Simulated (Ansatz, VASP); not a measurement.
## LiCl: VASP beside Ansatz

```xyz
4
Lattice="3.5641 0.0000 0.0000 -1.7821 3.0866 0.0000 0.0000 0.0000 6.0094" Properties=species:S:1:pos:R:3 pbc="T T T"
Li    0.0000    0.0000    0.0000
Li    0.0000    0.0000    3.0047
Cl    0.0000    2.0578    1.5023
Cl    1.7821    1.0289    4.5070
```

Alike in both runs: task single point; functional PBE; k mesh 6 × 6 × 4; no spin polarisation.

|  | VASP | Ansatz |
| --- | --- | --- |
| version | VASP 6.6.1 | Ansatz 0.2.0 |
| potentials or method | VASP PAW PBE potentials, release 64 (Li_sv, Cl) | plane waves, PAW |
| plane-wave cutoff (eV) | 520 | 420 |
| occupations | gaussian, width 0.01 eV | fixed |
| valence electrons in the cell | 20 | 20 |

```csv
,VASP,Ansatz,Ansatz less VASP
gap on the k mesh at the Fermi level (eV),6.41,6.40,-0.013
```

Noted on VASP's run: the cutoff is short for stress, so the pressure is rough.
